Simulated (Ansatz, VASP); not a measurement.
One calculation of CoPt2O2, two programs

POSCAR

```
CoPt2O2
1.0
    2.8101831225      0.0000000000      0.0000000000
   -1.4050915612      2.4336899733      0.0000000000
    0.0000000000      0.0000000000     20.8988731690
Pt O Co
2 2 1
Direct
    0.6666666667      0.3333333333      0.3588710233
    0.3333333333      0.6666666667      0.6411289767
    0.6666666667      0.3333333333      0.4539101518
    0.3333333333      0.6666666667      0.5460898482
    0.0000000000      0.0000000000      0.5000000000
```

Contents of INCAR.step1:

```
PREC = Accurate ; ENCUT = 520
ISMEAR = 0 ; SIGMA = 0.1
LREAL = F ; LASPH = T
NELM = 80 ; LDIPOL = T
IDIPOL = 3 ; DIPOL = 0.5 0.5 0.500
NBANDS = 28 ; GGA = PE
ALGO = Normal ; EDIFF = 1E-4
LWAVE = T ; LCHARG = F
```

Contents of INCAR.step2:

```
PREC = Accurate ; ENCUT = 520
EDIFF = 1E-6 ; ISMEAR = 0
SIGMA = 0.1 ; LREAL = F
LASPH = T ; NELM = 80
ALGO = Normal ; ISIF = 2
LWAVE = F ; LCHARG = F
LDIPOL = T ; IDIPOL = 3
DIPOL = 0.5 0.5 0.500 ; METAGGA = R2SCAN
LMIXTAU = T ; NBANDS = 28
ISTART = 1
```

File KPOINTS:

```
regular mesh
0
Gamma
  12 12 1
```

Input for Ansatz:

```yaml
crystal:
  lattice:
    - [2.8101831225, 0.0, 0.0]
    - [-1.4050915612, 2.4336899733, 0.0]
    - [0.0, 0.0, 20.898873169]
  atoms:
    - { symbol: Pt, position: [0.6666666667, 0.3333333333, 0.3588710233] }
    - { symbol: O, position: [0.6666666667, 0.3333333333, 0.4539101518] }
    - { symbol: Co, position: [0.0, 0.0, 0.5] }
    - { symbol: O, position: [0.3333333333, 0.6666666667, 0.5460898482] }
    - { symbol: Pt, position: [0.3333333333, 0.6666666667, 0.6411289767] }
basis:
  ecutwfc: 500
kpoints:
  mp_grid: { grid: [12, 12, 1] }
hamiltonian:
  xc: r2scan
scf:
  occupations: { method: gaussian, width: 0.1 }
output:
  forces: true
  stress: true
  eigenvalues: true
efield:
  axis: 3
  dipole_correction: true
  ramp_width: 0.04
```

Alike in both runs: task single point; functional r2SCAN; k mesh 12 × 12 × 1; occupations gaussian, width 0.1 eV; no spin polarisation.

|  | VASP | Ansatz |
| --- | --- | --- |
| version | VASP 6.6.1 | Ansatz 0.2.0 |
| potentials or method | VASP PAW PBE potentials, release 64 (Pt, O, Co), cutoff 520 eV | scalar-relativistic, plane waves, PAW |
| valence electrons in the cell | 41 | 65 |

```tsv
	VASP	Ansatz	Ansatz less VASP
gap on the k mesh at the Fermi level (eV)	none	none	-
rms of the force components (eV/Å)	0.344	0.311	-0.0332
```

VASP's potentials were made for PBE, not for r2SCAN. A gap of «none» marks a metal or a gap that the smearing closes. VASP's potentials hold 41 valence electrons a cell and Ansatz's 65, so a difference there can come from the potentials and not from the codes.

Spin-orbit coupling is off throughout.
